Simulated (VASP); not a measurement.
# Pt9Rh7 in VASP: single point with PBE

Aim: the single point of Pt9Rh7 with PBE.

Everything below comes from runs of VASP 6.6.1. Logs are shortened: lines on timing, memory, paths and dates and some standing lists are left out, and cuts for length are marked.

## 1. The cell of the first run

The typed cell holds 16 atoms: a = 6.766 Å, b = 6.766 Å, c = 6.766 Å, α = 109.51°, β = 109.42°, γ = 109.48°.

## 2. Single point, PBE

The input, INCAR:

```
PREC     = Accurate       # precision mode
ENCUT    = 520            # plane-wave cutoff, eV
EDIFF    = 1E-6           # SCF threshold, eV
ISMEAR   = 0              # smearing method
SIGMA    = 0.1            # smearing width, eV
LREAL    = Auto         
LASPH    = True           # aspherical terms in the spheres
NELM     = 80             # most SCF steps
ALGO     = Fast           # electronic algorithm
ISIF     = 2              # what is computed and relaxed
LWAVE    = False          # write WAVECAR
LCHARG   = False          # write CHGCAR
GGA      = PE             # functional
NBANDS   = 112            # bands
ISYM     = 0
```

The input, KPOINTS:

```
regular mesh
0
Gamma
  3 3 3
```

The input, POSCAR:

```
Pt9Rh7
1.0
   -3.9046264533      3.9060384710     -3.9091617963
    3.9045443955      3.9058131619      3.9090185451
    3.9045708893     -3.9058952198     -3.9089629810
Rh Pt
7 9
Direct
    0.2503084445     -0.0009634065      0.7482779788
   -0.0008359287      0.2509617203      0.7490791712
    0.4989533549      0.0018870111      0.5024634301
    0.4967719227      0.7531789413      0.7488964103
    1.0016325234      0.5045678022      0.5024717259
    0.5014218637      0.2509615185      0.2513273069
    1.0038296729      0.7531915707      0.2559560409
    0.7502855223      0.4997056370      0.7489592997
    0.2502997137      0.2506829960      0.5025236042
    0.7503047510      0.0045643520      0.2538032196
    0.7528974317      0.7532776424      0.5025244509
    1.0014088953      0.0020746466      1.0002159636
    0.2502878185      0.5044071888      0.2536362894
    0.7476970802      0.2506760525     -0.0000758612
    0.4991898393      0.4998733466      0.0002175699
    0.2502921405      0.7532801898      0.9999077517
```

Potentials or basis: VASP PAW PBE potentials, release 64 (Rh_pv, Pt).

On the command line:

```console
cat potpaw_PBE.64/Rh_pv/POTCAR potpaw_PBE.64/Pt/POTCAR > POTCAR
mpirun -np 1 vasp_std > vasp.out
```

OUTCAR:

```text
PREC = Accurate
   ENCUT = 520
   EDIFF = 1E-6
   ISMEAR = 0
   LREAL = Auto
   LASPH = True
   NELM = 80
   ISIF = 2
   GGA = PE
   ISYM = 0

 ion  position               nearest neighbor table
   1  0.250  0.999  0.748-   7 2.72   4 2.72   5 2.73   3 2.73  16 2.75   9 2.75  14 2.75  11 2.75
                            15 2.77  12 2.77   6 2.78   2 2.78
   2  0.999  0.251  0.749-  10 2.74  11 2.75   9 2.75   8 2.75  12 2.76  15 2.76   5 2.76   3 2.76
                            16 2.77  14 2.77   1 2.78  13 2.79
   3  0.499  0.002  0.502-   1 2.73   4 2.74   7 2.74  13 2.75   9 2.75  14 2.75   8 2.75  10 2.76
                             6 2.76   2 2.76  16 2.78  11 2.78
   4  0.497  0.753  0.749-   1 2.72   3 2.74   5 2.74  13 2.74  14 2.75  16 2.75   9 2.78  11 2.78
                            15 2.79  12 2.79  10 2.79   8 2.80
   5  0.002  0.505  0.502-   1 2.73   7 2.74   4 2.74  13 2.75  16 2.75  11 2.75   8 2.75  10 2.76
                             2 2.76   6 2.76  14 2.78   9 2.78
   6  0.501  0.251  0.251-  10 2.74  16 2.75  14 2.75   8 2.75  15 2.76  12 2.76   3 2.76   5 2.76
                            11 2.77   9 2.77   1 2.78  13 2.79
   7  0.004  0.753  0.256-   1 2.72   5 2.74   3 2.74  13 2.74   9 2.75  11 2.75  14 2.78  16 2.78
                            12 2.79  15 2.79  10 2.79   8 2.80
   8  0.750  0.500  0.749-   2 2.75   6 2.75   3 2.75   5 2.75  14 2.76   9 2.76  11 2.76  16 2.76
                            15 2.77  12 2.77   4 2.80   7 2.80
   9  0.250  0.251  0.503-   7 2.75   3 2.75   1 2.75   2 2.75  15 2.75   8 2.76  10 2.76   6 2.77
                            12 2.78   4 2.78   5 2.78  13 2.78
  10  0.750  0.005  0.254-   2 2.74   6 2.74   5 2.76   3 2.76  14 2.76  11 2.76   9 2.76  16 2.76
                            15 2.79  12 2.79   7 2.79   4 2.79
  11  0.753  0.753  0.503-   7 2.75   5 2.75   2 2.75   1 2.75  12 2.75   8 2.76  10 2.76   6 2.77
                            15 2.78   4 2.78   3 2.78  13 2.78
  12  0.001  0.002  0.000-  16 2.75  11 2.75   2 2.76   6 2.76   1 2.77  13 2.77   8 2.77   9 2.78
                            14 2.78  10 2.79   7 2.79   4 2.79
  13  0.250  0.504  0.254-   7 2.74   4 2.74   3 2.75   5 2.75  15 2.77  12 2.77  16 2.78  14 2.78
                             9 2.78  11 2.78   2 2.79   6 2.79
  14  0.748  0.251  1.000-   4 2.75   3 2.75   6 2.75   1 2.75  15 2.75   8 2.76  10 2.76   2 2.77
                            12 2.78   7 2.78   5 2.78  13 2.78
  15  0.499  0.500  0.000-   9 2.75  14 2.75   6 2.76   2 2.76   1 2.77  13 2.77   8 2.77  11 2.78
                            16 2.78  10 2.79   4 2.79   7 2.79
  16  0.250  0.753  1.000-   4 2.75   5 2.75   1 2.75   6 2.75  12 2.75   8 2.76  10 2.76   2 2.77
                            15 2.78   7 2.78   3 2.78  13 2.78

IMPORTANT INFORMATION: All symmetrisations will be switched off!
NOSYMM: (Re-)initialisation of all symmetry stuff for point group C_1.

----------------------------------------------------------------------------------------

                                     Primitive cell

  volume of cell :     238.4671

  direct lattice vectors                    reciprocal lattice vectors
    -3.904626453  3.906038471 -3.909161796     0.000002255  0.128008278 -0.127905564
     3.904544395  3.905813162  3.909018545     0.128056824  0.128011969  0.000001435
     3.904570889 -3.905895220 -3.908962981     0.128056389 -0.000001000 -0.127908820

  length of vectors
     6.766445908  6.766185733  6.766216290     0.180958428  0.181067983  0.180994765

  position of ions in fractional coordinates (direct lattice)
     0.250308444  0.999036594  0.748277979
     0.999164071  0.250961720  0.749079171
     0.498953355  0.001887011  0.502463430
     0.496771923  0.753178941  0.748896410
     0.001632523  0.504567802  0.502471726
     0.501421864  0.250961518  0.251327307
[... 8 lines left out ...]
     0.499189839  0.499873347  0.000217570
     0.250292141  0.753280190  0.999907752

  ion indices of the primitive-cell ions
   primitive index   ion index
                 1           1
                 2           2
                 3           3
                 4           4
                 5           5
                 6           6
[... 8 lines left out ...]
                15          15
                16          16

----------------------------------------------------------------------------------------

 KPOINTS: regular mesh

Automatic generation of k-mesh.
 Grid dimensions read from file:
 generate k-points for:    3    3    3

 Generating k-lattice:

  Cartesian coordinates                     Fractional coordinates (reciprocal lattice)
     0.000000752  0.042669426 -0.042635188     0.333333333 -0.000000000  0.000000000
     0.042685608  0.042670656  0.000000478     0.000000000  0.333333333  0.000000000
     0.042685463 -0.000000333 -0.042636273     0.000000000  0.000000000  0.333333333

  Length of vectors
     0.060319476  0.060355994  0.060331588

  Shift w.r.t. Gamma in fractional coordinates (k-lattice)
     0.000000000  0.000000000  0.000000000

 Subroutine IBZKPT returns following result:
 ===========================================

 Found     14 irreducible k-points:

 Following reciprocal coordinates:
            Coordinates               Weight
  0.000000  0.000000  0.000000      1.000000
  0.333333  0.000000  0.000000      2.000000
  0.000000  0.333333 -0.000000      2.000000
 -0.333333 -0.000000  0.333333      2.000000
  0.333333  0.333333  0.000000      2.000000
  0.333333 -0.000000  0.333333      2.000000
 -0.333333  0.333333  0.000000      2.000000
 -0.000000  0.000000  0.333333      2.000000
  0.000000  0.333333  0.333333      2.000000
  0.333333  0.333333  0.333333      2.000000
 -0.333333  0.333333  0.333333      2.000000
  0.000000 -0.333333  0.333333      2.000000
  0.333333 -0.333333  0.333333      2.000000
 -0.333333 -0.333333  0.333333      2.000000
   k-points           NKPTS =     14   k-points in BZ     NKDIM =     14   number of bands    NBANDS=    112
   number of dos      NEDOS =    301   number of ions     NIONS =     16
   total plane-waves  NPLWV = 125000
   dimension x,y,z NGX =    50 NGY =   50 NGZ =   50
   dimension x,y,z NGXF=   100 NGYF=  100 NGZF=  100
   ions per type =               7   9
   NGX,Y,Z   is equivalent  to a cutoff of  12.28, 12.29, 12.29 a.u.
   NGXF,Y,Z  is equivalent  to a cutoff of  24.57, 24.57, 24.57 a.u.
 SYSTEM =  unknown system
   PREC   = accura    normal or accurate (medium, high low for compatibility)
   ISTART =      0    job   : 0-new  1-cont  2-samecut
   ICHARG =      2    charge: 1-file 2-atom 10-const
   ISPIN  =      1    spin polarized calculation?
   LNONCOLLINEAR =      F non collinear calculations
   LSORBIT =      F    spin-orbit coupling
   LASPH  =      T    aspherical Exc in radial PAW
   ENCUT  =  520.0 eV  38.22 Ry    6.18 a.u.  12.58 12.58 12.58*2*pi/ulx,y,z
   NELM   =     80;   NELMIN=  2; NELMDL= -5     # of ELM steps
   EDIFF  = 0.1E-05   stopping-criterion for ELM
   LREAL  =      T    real-space projection
   EDIFFG = 0.1E-04   stopping-criterion for IOM
   NSW    =      0    number of steps for IOM
   IBRION =     -1    ionic relax: 0-MD 1-quasi-New 2-CG
   NFREE  =      0    steps in history (QN), initial steepest desc. (CG)
   ISIF   =      2    stress and relaxation
   ISYM   =      0    0-nonsym 1-usesym 2-fastsym
   POTIM  = 0.5000    time-step for ionic-motion
   TEBEG  =    0.0;   TEEND  =   0.0 temperature during run
   PSTRESS=    0.0 pullay stress
   NELECT =     195.0000    total number of electrons
   NUPDOWN=      -1.0000    fix difference up-down
   EMIN   =  10.00;   EMAX   =-10.00  energy-range for DOS
   EFERMI =   0.00;   METHOD = LEGACY
   ISMEAR =     0;   SIGMA  =   0.10  broadening in eV -4-tet -1-fermi 0-gaus
   EFERMI_NEDOS =   21; number of points for ismear=-14 and -15
   IALGO  =     68    algorithm
   IMIX   =      4    mixing-type and parameters
     AMIX     =   0.40;   BMIX     =  1.00
     AMIX_MAG =   1.60;   BMIX_MAG =  1.00
  volume/ion in A,a.u.               =      14.90       100.58
  Fermi-wavevector in a.u.,A,eV,Ry     =   1.530888  2.892960 31.886880  2.343620
  Thomas-Fermi vector in A             =   2.638309
   LORBIT       =      0    0 simple, 1 ext, 2 COOP (PROOUT), +10 PAW based schemes
   GGA     = PE    functional components
   LHFCALC =     F    Hartree Fock is set to
   AEXX    =    0.0000 exact exchange contribution
   IVDW    =     0    specifies the selected vdW correction
   LEPSILON=     F    determine dielectric tensor
   LRPA    =     F    only Hartree local field effects (RPA)
 non-spin polarized calculation
 RMM-DIIS sequential band-by-band and
 Gauss-broadening in eV      SIGMA  =   0.10
  energy-cutoff  :      520.00
  volume of cell :      238.47
 maximum number of plane-waves:      6459
 NGX is ok and might be reduce to    50
   NGX = 25   NGY = 25   NGZ = 25

 number of electron     194.9999998 magnetization

 Free energy of the ion-electron system (eV)
  ---------------------------------------------------
  ext. energy  EPLUGINS =         0.00000000
  ---------------------------------------------------
  free energy    TOTEN  =      -106.41609593 eV

  energy without entropy =     -106.29516748  energy(sigma->0) =     -106.35563171

 E-fermi :  11.0665     XC(G=0): -13.5454

 val. band max:       11.0425590003   @ k =   0.3333  -0.3333   0.3333
 cond. band min:      11.0736195230   @ k =  -0.3333   0.3333   0.3333
 fundamental gap:      0.0310605227
 Fermi energy:        11.0665032636

 k-point     1 :       0.0000    0.0000    0.0000
  band No.  band energies     occupation
      1     -35.5854      2.00000
      2     -35.5848      2.00000
      3     -35.5565      2.00000
      4     -35.4930      2.00000
      5     -35.4829      2.00000
      6     -35.4743      2.00000
[... 101 lines left out ...]
    108      13.0685      0.00000
    109      13.4083      0.00000

 k-point     2 :       0.3333    0.0000    0.0000
  band No.  band energies     occupation
      1     -35.5903      2.00000
      2     -35.5854      2.00000
      3     -35.5541      2.00000
      4     -35.4867      2.00000
      5     -35.4818      2.00000
      6     -35.4723      2.00000
[... 1336 lines left out ...]
 k-point    14 :      -0.3333   -0.3333    0.3333
  band No.  band energies     occupation
      1     -35.5981      2.00000
      2     -35.5828      2.00000
      3     -35.5511      2.00000
      4     -35.4828      2.00000
      5     -35.4800      2.00000
      6     -35.4717      2.00000
[... 101 lines left out ...]
    108      12.4082      0.00000
    109      12.4578      0.00000
 [bands above 109 left out]

------------------------ aborting loop because EDIFF is reached ----------------------------------------

  FORCE on cell =-STRESS in cart. coord.  units (eV):
  Direction    XX          YY          ZZ          XY          YZ          ZX
  --------------------------------------------------------------------------------------
  -------------------------------------------------------------------------------------
  Total       -0.4683228     -0.4848138     -0.4853821      0.0110650      0.0088538     -0.0010978
  in kB       -3.1464980     -3.2572952     -3.2611133      0.0743422      0.0594859     -0.0073754
  external PRESSURE =      -3.2216355 kB  Pullay stress =       0.0000000 kB

 VOLUME and BASIS-vectors are now :
 -----------------------------------------------------------------------------
  energy-cutoff  :      520.00
  volume of cell :      238.47
      direct lattice vectors                 reciprocal lattice vectors
    -3.904626453  3.906038471 -3.909161796     0.000002255  0.128008278 -0.127905564
     3.904544395  3.905813162  3.909018545     0.128056824  0.128011969  0.000001435
     3.904570889 -3.905895220 -3.908962981     0.128056389 -0.000001000 -0.127908820

 POSITION                                       TOTAL-FORCE (eV/Angst)
 -----------------------------------------------------------------------------------
      5.84513      1.95707      0.00177         0.000931     -0.000164      0.000305
      0.00336      1.95716     -5.85300         0.000531      0.000456      0.001712
      0.02105     -0.00627     -3.90722        -0.001407      0.001234      0.000038
      3.92523      1.95708     -1.92518        -0.001957     -0.000286     -0.004297
      3.92567      0.01452      0.00184        -0.001332     -0.002685     -0.000017
      0.00335      1.95712     -1.96156         0.000635     -0.000217      0.000054
[... 8 lines left out ...]
      0.00348      3.90142      0.00175        -0.006085      0.010687     -0.002244
      5.86813      0.01429     -1.94245         0.002631      0.000393      0.000310
 -----------------------------------------------------------------------------------
    total drift:                                0.005767      0.009330     -0.000118

  FREE ENERGIE OF THE ION-ELECTRON SYSTEM (eV)
  ---------------------------------------------------
  free  energy   TOTEN  =      -106.4160959332 eV

  energy  without entropy=     -106.2951674768  energy(sigma->0) =     -106.35563171
```

Run time: 33 min. Hardware: 1 thread of Intel Xeon 8259CL, shared host; peak memory 0.5 GiB.

Results:

| Item | Value |
| --- | --- |
| Free energy | -106.4161 eV |
| Pressure | -0.3 GPa |
| Largest force | 0.013 eV/Å |
| Band gap on the k mesh | zero (an odd number of electrons rules out a gap without spin polarisation) |

Forces on the atoms (eV/Å):
```
Rh   0.001  0.000  0.000
Rh   0.001  0.000  0.002
Rh  -0.001  0.001  0.000
Rh  -0.002  0.000 -0.004
Rh  -0.001 -0.003  0.000
Rh   0.001  0.000  0.000
Rh  -0.003 -0.001  0.004
Pt  -0.002  0.004  0.001
Pt   0.002  0.000  0.000
Pt   0.001 -0.002  0.000
Pt   0.004  0.001 -0.002
Pt  -0.001 -0.010  0.000
Pt   0.000 -0.001 -0.001
Pt   0.003  0.001  0.002
Pt  -0.006  0.011 -0.002
Pt   0.003  0.000  0.000
```

Caveat: the k points lie up to 0.38 Å⁻¹ apart, too coarse for converged energies and pressures of a metal; spin-orbit coupling is left out, which moves the levels of the heavy elements.

The gap in the log of VASP goes by the Fermi energy; the results here count the filled bands.